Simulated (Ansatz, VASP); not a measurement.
# SrO in VASP and in Ansatz

```
Sr O
1.0
     0.00000    2.59751    2.59751
     2.59751    0.00000    2.59751
     2.59751    2.59751    0.00000
Sr O
1 1
Cartesian
  0.0000 0.0000 0.0000
  2.5975 2.5975 2.5975
```

Alike in both runs: functional PBE; k mesh 8 × 8 × 8; occupations gaussian, width 0.02 eV; no spin polarisation.

Ansatz relaxed the structure, and its values are those at the end. VASP's run is a single point on that final structure, the one shown.

|  | VASP | Ansatz |
| --- | --- | --- |
| version | VASP 6.6.1 | Ansatz 0.2.0 |
| potentials or method | VASP PAW PBE potentials, release 64 (Sr_sv, O), cutoff 600 eV | scalar-relativistic, plane waves, PAW |
| valence electrons in the cell | 16 | 16 |

|  | VASP | Ansatz | Ansatz less VASP |
| --- | --- | --- | --- |
| gap on the k mesh at the Fermi level (eV) | 3.28 | 3.33 | +0.044 |
| least direct gap on the mesh (eV) | 3.39 | 3.42 | +0.035 |
| pressure (GPa) | 0.4 | 0.0 | -0.43 |

With one functional, cell and mesh, what is left measures potentials, basis and numerics.
